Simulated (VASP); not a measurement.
# Si4O (I4/mmm) in VASP: single point with PBE

Aim: the single point of Si4O with PBE.

Program: VASP 6.6.1. These are calculated values, not measurements. Logs are shortened: lines on timing, memory, paths and dates and some standing lists are left out, and cuts for length are marked.

## Step 1: The cell of the first run

It takes space group I4/mmm (No. 139, tetragonal). Conventional cell: a = 4.003 Å, b = 4.003 Å, c = 9.433 Å, α = 90.00°, β = 90.00°, γ = 90.00°. Within 3.4 Å of Si (site symmetry 4mm) lie 9 Si at 2.49 to 3.33 Å and 5 O at 3.20 to 3.23 Å. Si (site symmetry mmm) has 2 O at 2.00 Å and 4 Si at 2.49 Å within 2.7 Å. Within 2.7 Å of O (site symmetry 4/mmm) lie 4 Si at 2.00 Å.

## Step 2: Single point, PBE

Input file POSCAR:

```
Si4O
1.0
   -2.0013763458      2.0013763458      4.7167466419
    2.0013763458     -2.0013763458      4.7167466419
    2.0013763458      2.0013763458     -4.7167466419
Si O
4 1
Direct
    0.6573449004      0.6573449004      0.0000000000
    0.5000000000      0.0000000000      0.5000000000
    0.0000000000      0.5000000000      0.5000000000
    0.3426550996      0.3426550996      0.0000000000
    0.0000000000      0.0000000000      0.0000000000
```

Input file INCAR.step1:

```
  PREC = Accurate
  ENCUT = 520
  EDIFF = 1E-6
  ISMEAR = 0
  SIGMA = 0.1
  LREAL = F
  LASPH = T
  NELM = 100
  ALGO = Normal
  ISIF = 2
  LWAVE = F
  LCHARG = T
  GGA = PE
  NBANDS = 19
```

Input file KPOINTS.step1:

```
Automatic mesh
0
Gamma
  14 14 14
```

Input file INCAR.step2:

```
  PREC = Accurate
  ENCUT = 520
  EDIFF = 1E-6
  ISMEAR = -5
  SIGMA = 0.1
  LREAL = F
  LASPH = T
  NELM = 100
  ALGO = Normal
  ISIF = 2
  LWAVE = F
  LCHARG = F
  GGA = PE
  LORBIT = 11
  NEDOS = 1001
  ICHARG = 11
```

Input file KPOINTS.step2:

```
Automatic mesh
0
Gamma
  21 21 21
```

Potentials or basis: VASP PAW PBE potentials, release 64 (Si, O).

Command:

```sh
cat potpaw_PBE.64/Si/POTCAR potpaw_PBE.64/O/POTCAR > POTCAR
cp INCAR.step1 INCAR
cp KPOINTS.step1 KPOINTS
mpirun -np 1 vasp_std > vasp.out
cp INCAR.step2 INCAR
cp KPOINTS.step2 KPOINTS
mpirun -np 1 vasp_std > vasp.out
```

OUTCAR:

```text
PREC = Accurate
   ENCUT = 520
   EDIFF = 1E-6
   ISMEAR = -5
   LREAL = F
   LASPH = T
   NELM = 100
   ISIF = 2
   GGA = PE
   LORBIT = 11
   ICHARG = 11

 ion  position               nearest neighbor table
   1  0.657  0.657  0.000-   2 2.49   3 2.49   2 2.49   3 2.49   4 2.97
   2  0.500  0.000  0.500-   5 2.00   5 2.00   1 2.49   4 2.49   4 2.49   1 2.49   3 2.83   3 2.83
                             3 2.83   3 2.83
   3  0.000  0.500  0.500-   5 2.00   5 2.00   1 2.49   4 2.49   1 2.49   4 2.49   2 2.83   2 2.83
                             2 2.83   2 2.83
   4  0.343  0.343  0.000-   2 2.49   3 2.49   3 2.49   2 2.49   1 2.97
   5  0.000  0.000  0.000-   2 2.00   3 2.00   3 2.00   2 2.00

  LATTYP: Found a body centered tetragonal cell.
 ALAT       =     4.0027526916
 C/A-ratio  =     2.3567514685

  Lattice vectors:

 A1 = (  -2.0013763458,   2.0013763458,   4.7167466419)
 A2 = (   2.0013763458,  -2.0013763458,   4.7167466419)
 A3 = (   2.0013763458,   2.0013763458,  -4.7167466419)

Analysis of symmetry for initial positions (statically):
=====================================================================
 Subroutine PRICEL returns:
 Original cell was already a primitive cell.

 Routine SETGRP: Setting up the symmetry group for a
 body centered tetragonal supercell.

 Subroutine GETGRP returns: Found 16 space group operations
 (whereof 16 operations were pure point group operations)
 out of a pool of 16 trial point group operations.

The static configuration has the point symmetry D_4h.

Analysis of symmetry for dynamics (positions and initial velocities):
=====================================================================
 Subroutine PRICEL returns:
 Original cell was already a primitive cell.

 Routine SETGRP: Setting up the symmetry group for a
 body centered tetragonal supercell.

 Subroutine GETGRP returns: Found 16 space group operations
 (whereof 16 operations were pure point group operations)
 out of a pool of 16 trial point group operations.

The dynamic configuration has the point symmetry D_4h.

 Subroutine INISYM returns: Found 16 space group operations
 (whereof 16 operations are pure point group operations),
 and found     1 'primitive' translations

----------------------------------------------------------------------------------------

                                     Primitive cell

  volume of cell :      75.5719

  direct lattice vectors                    reciprocal lattice vectors
    -2.001376346  2.001376346  4.716746642     0.000000000  0.249828075  0.106005270
     2.001376346 -2.001376346  4.716746642     0.249828075  0.000000000  0.106005270
     2.001376346  2.001376346 -4.716746642     0.249828075  0.249828075  0.000000000

  length of vectors
     5.500792074  5.500792074  5.500792074     0.271387517  0.271387517  0.353310252

  position of ions in fractional coordinates (direct lattice)
     0.657344900  0.657344900  0.000000000
     0.500000000  0.000000000  0.500000000
     0.000000000  0.500000000  0.500000000
     0.342655100  0.342655100  0.000000000
     0.000000000  0.000000000  0.000000000

  ion indices of the primitive-cell ions
   primitive index   ion index
                 1           1
                 2           2
                 3           3
                 4           4
                 5           5

----------------------------------------------------------------------------------------

 KPOINTS: Automatic mesh

Automatic generation of k-mesh.
 Grid dimensions read from file:
 generate k-points for:   21   21   21

 Generating k-lattice:

  Cartesian coordinates                     Fractional coordinates (reciprocal lattice)
     0.000000000  0.011896575  0.005047870     0.047619048  0.000000000  0.000000000
     0.011896575  0.000000000  0.005047870     0.000000000  0.047619048  0.000000000
     0.011896575  0.011896575  0.000000000     0.000000000  0.000000000  0.047619048

  Length of vectors
     0.012923215  0.012923215  0.016824298

  Shift w.r.t. Gamma in fractional coordinates (k-lattice)
     0.000000000  0.000000000  0.000000000

 TETIRR: Found  11769 inequivalent tetrahedra from    55566

 Subroutine IBZKPT returns following result:
 ===========================================

 Found    726 irreducible k-points:

 Following reciprocal coordinates:
            Coordinates               Weight
  0.000000  0.000000  0.000000      1.000000
  0.047619  0.000000  0.000000      8.000000
  0.095238 -0.000000  0.000000      8.000000
  0.142857 -0.000000  0.000000      8.000000
  0.190476 -0.000000  0.000000      8.000000
  0.238095 -0.000000  0.000000      8.000000
[... 16 lines left out ...]
 -0.428571  0.047619 -0.000000     16.000000
 -0.380952  0.047619 -0.000000     16.000000
 [... further k-points ...]
   k-points           NKPTS =    726   k-points in BZ     NKDIM =    726   number of bands    NBANDS=     15
   number of dos      NEDOS =   1001   number of ions     NIONS =      5
   total plane-waves  NPLWV =  74088
   dimension x,y,z NGX =    42 NGY =   42 NGZ =   42
   dimension x,y,z NGXF=    84 NGYF=   84 NGZF=   84
   ions per type =               4   1
   NGX,Y,Z   is equivalent  to a cutoff of  12.69, 12.69, 12.69 a.u.
   NGXF,Y,Z  is equivalent  to a cutoff of  25.39, 25.39, 25.39 a.u.
 SYSTEM =  unknown system
   PREC   = accura    normal or accurate (medium, high low for compatibility)
   ISTART =      0    job   : 0-new  1-cont  2-samecut
   ICHARG =     11    charge: 1-file 2-atom 10-const
   ISPIN  =      1    spin polarized calculation?
   LNONCOLLINEAR =      F non collinear calculations
   LSORBIT =      F    spin-orbit coupling
   LASPH  =      T    aspherical Exc in radial PAW
   ENCUT  =  520.0 eV  38.22 Ry    6.18 a.u.  10.23 10.23 10.23*2*pi/ulx,y,z
   NELM   =    100;   NELMIN=  2; NELMDL=  0     # of ELM steps
   EDIFF  = 0.1E-05   stopping-criterion for ELM
   LREAL  =      F    real-space projection
   EDIFFG = 0.1E-04   stopping-criterion for IOM
   NSW    =      0    number of steps for IOM
   IBRION =     -1    ionic relax: 0-MD 1-quasi-New 2-CG
   NFREE  =      0    steps in history (QN), initial steepest desc. (CG)
   ISIF   =      2    stress and relaxation
   ISYM   =      2    0-nonsym 1-usesym 2-fastsym
   POTIM  = 0.5000    time-step for ionic-motion
   TEBEG  =    0.0;   TEEND  =   0.0 temperature during run
   PSTRESS=    0.0 pullay stress
   NELECT =      22.0000    total number of electrons
   NUPDOWN=      -1.0000    fix difference up-down
   EMIN   =  10.00;   EMAX   =-10.00  energy-range for DOS
   EFERMI =   0.00;   METHOD = LEGACY
   ISMEAR =    -5;   SIGMA  =   0.10  broadening in eV -4-tet -1-fermi 0-gaus
   EFERMI_NEDOS =   21; number of points for ismear=-14 and -15
   IALGO  =     38    algorithm
   IMIX   =      4    mixing-type and parameters
     AMIX     =   0.40;   BMIX     =  1.00
     AMIX_MAG =   1.60;   BMIX_MAG =  1.00
  volume/ion in A,a.u.               =      15.11       102.00
  Fermi-wavevector in a.u.,A,eV,Ry     =   1.084998  2.050349 16.017067  1.177221
  Thomas-Fermi vector in A             =   2.221102
   LORBIT       =     11    0 simple, 1 ext, 2 COOP (PROOUT), +10 PAW based schemes
   GGA     = PE    functional components
   LHFCALC =     F    Hartree Fock is set to
   AEXX    =    0.0000 exact exchange contribution
   IVDW    =     0    specifies the selected vdW correction
   LEPSILON=     F    determine dielectric tensor
   LRPA    =     F    only Hartree local field effects (RPA)
 non-spin polarized calculation
 Fermi weights with tetrahedron method with Bloechl corrections
  energy-cutoff  :      520.00
  volume of cell :       75.57
 maximum number of plane-waves:      2065
 NGX is ok and might be reduce to    42

 number of electron      21.9999999 magnetization

 Free energy of the ion-electron system (eV)
  ---------------------------------------------------
  ext. energy  EPLUGINS =         0.00000000
  ---------------------------------------------------
  free energy    TOTEN  =       -26.55644403 eV

  energy without entropy =      -26.55644403  energy(sigma->0) =      -26.55644403

 E-fermi :   7.3269     XC(G=0): -10.4148

 val. band max:        7.3876729892   @ k =  -0.3810   0.4286   0.2381
 cond. band min:       7.2686210675   @ k =   0.2857   0.0476   0.0476
 fundamental gap:     -0.1190519216
 Fermi energy:         7.3269180549

 k-point     1 :       0.0000    0.0000    0.0000
  band No.  band energies     occupation
      1     -12.9156      2.00000
      2      -4.1812      2.00000
      3      -0.4778      2.00000
      4      -0.4778      2.00000
      5       0.0823      2.00000
      6       2.6080      2.00000
      7       3.4290      2.00000
      8       3.7495      2.00000
      9       5.9009      2.00000
     10       5.9009      2.00000
     11       6.7138      2.00000
     12       6.7138      2.00000
     13       7.7352      0.00000
     14       9.5254      0.00000
     15       9.5272      0.00000

 k-point     2 :       0.0476    0.0000    0.0000
  band No.  band energies     occupation
      1     -12.9112      2.00000
      2      -4.1924      2.00000
      3      -0.4972      2.00000
      4      -0.4689      2.00000
      5       0.0778      2.00000
      6       2.6590      2.00000
      7       3.4739      2.00000
      8       3.7016      2.00000
      9       5.8091      2.00000
     10       5.8466      2.00000
     11       6.5265      2.00000
     12       6.7419      2.00000
     13       7.9895      0.00000
     14       9.4928      0.00000
     15       9.7304      0.00000

 k-point     3 :       0.0952   -0.0000    0.0000
  band No.  band energies     occupation
      1     -12.8984      2.00000
      2      -4.2257      2.00000
      3      -0.5497      2.00000
      4      -0.4426      2.00000
      5       0.0734      2.00000
      6       2.7971      2.00000
      7       3.5372      2.00000
      8       3.6063      2.00000
      9       5.6008      2.00000
     10       5.6970      2.00000
     11       6.2349      2.00000
     12       6.8204      2.00000
     13       8.4317      0.00000
     14       9.5994      0.00000
     15      10.1354      0.00000
[... 343 lines left out ...]
 k-point    23 :      -0.4286    0.0476   -0.0000
  band No.  band energies     occupation
      1     -12.7154      2.00000
      2      -4.7563      2.00000
      3      -0.6154      2.00000
      4       0.0577      2.00000
      5       0.8094      2.00000
      6       1.1688      2.00000
      7       2.0343      2.00000
      8       4.1063      2.00000
      9       4.8424      2.00000
     10       6.4032      2.00000
     11       7.5657     -0.09067
     12       7.7368      0.00000
     13       8.3623      0.00000
     14      10.4731      0.00000
     15      11.8856      0.00000

 k-point    24 :      -0.3810    0.0476   -0.0000
  band No.  band energies     occupation
      1     -12.7338      2.00000
      2      -4.7024      2.00000
      3      -0.6951      2.00000
      4       0.0109      2.00000
      5       0.7070      2.00000
      6       1.4080      2.00000
      7       2.2901      2.00000
      8       4.1678      2.00000
      9       4.6642      2.00000
     10       6.1362      2.00000
     11       7.2326      1.75852
     12       7.6105     -0.01779
     13       8.6242      0.00000
     14      10.7321      0.00000
     15      12.1286      0.00000

 [... further k-points ...]

------------------------ aborting loop because EDIFF is reached ----------------------------------------

  FORCE on cell =-STRESS in cart. coord.  units (eV):
  Direction    XX          YY          ZZ          XY          YZ          ZX
  --------------------------------------------------------------------------------------
  -------------------------------------------------------------------------------------
  Total       -0.0143370     -0.0143370     -0.0499468      0.0000000      0.0000000      0.0000000
  in kB       -0.3039552     -0.3039552     -1.0589083      0.0000000      0.0000000      0.0000000
  external PRESSURE =      -0.5556062 kB  Pullay stress =       0.0000000 kB

 VOLUME and BASIS-vectors are now :
 -----------------------------------------------------------------------------
  energy-cutoff  :      520.00
  volume of cell :       75.57
      direct lattice vectors                 reciprocal lattice vectors
    -2.001376346  2.001376346  4.716746642     0.000000000  0.249828075  0.106005270
     2.001376346 -2.001376346  4.716746642     0.249828075  0.000000000  0.106005270
     2.001376346  2.001376346 -4.716746642     0.249828075  0.249828075  0.000000000

 POSITION                                       TOTAL-FORCE (eV/Angst)
 -----------------------------------------------------------------------------------
      0.00000      0.00000      6.20106        -0.000000     -0.000000      0.007527
      0.00000      2.00138      0.00000         0.000000      0.000000      0.000000
      2.00138      0.00000      0.00000         0.000000      0.000000     -0.000000
      0.00000      0.00000      3.23243        -0.000000     -0.000000     -0.007527
      0.00000      0.00000      0.00000         0.000000      0.000000     -0.000000
 -----------------------------------------------------------------------------------
    total drift:                               -0.000000      0.000000     -0.000000

  FREE ENERGIE OF THE ION-ELECTRON SYSTEM (eV)
  ---------------------------------------------------
  free  energy   TOTEN  =       -26.5564440291 eV

  energy  without entropy=      -26.5564440291  energy(sigma->0) =      -26.55644403

 total charge

# of ion       s       p       d       tot
------------------------------------------
    1        0.850   0.747   0.000   1.597
    2        0.782   0.744   0.000   1.526
    3        0.782   0.744   0.000   1.526
    4        0.850   0.747   0.000   1.597
    5        1.571   3.466   0.000   5.037
--------------------------------------------------
tot          4.837   6.447   0.000  11.284
```

Run time: 9.6 min. Hardware: 1 thread of Intel Xeon 6975P-C (Granite Rapids), shared host; peak memory 0.78 GiB.

Results:

- Valence electrons inside the program's atomic spheres: Si 1.60, 1.53 (each value once); O 5.04

Caveat: tetrahedron occupations give inexact forces and stress in metals.
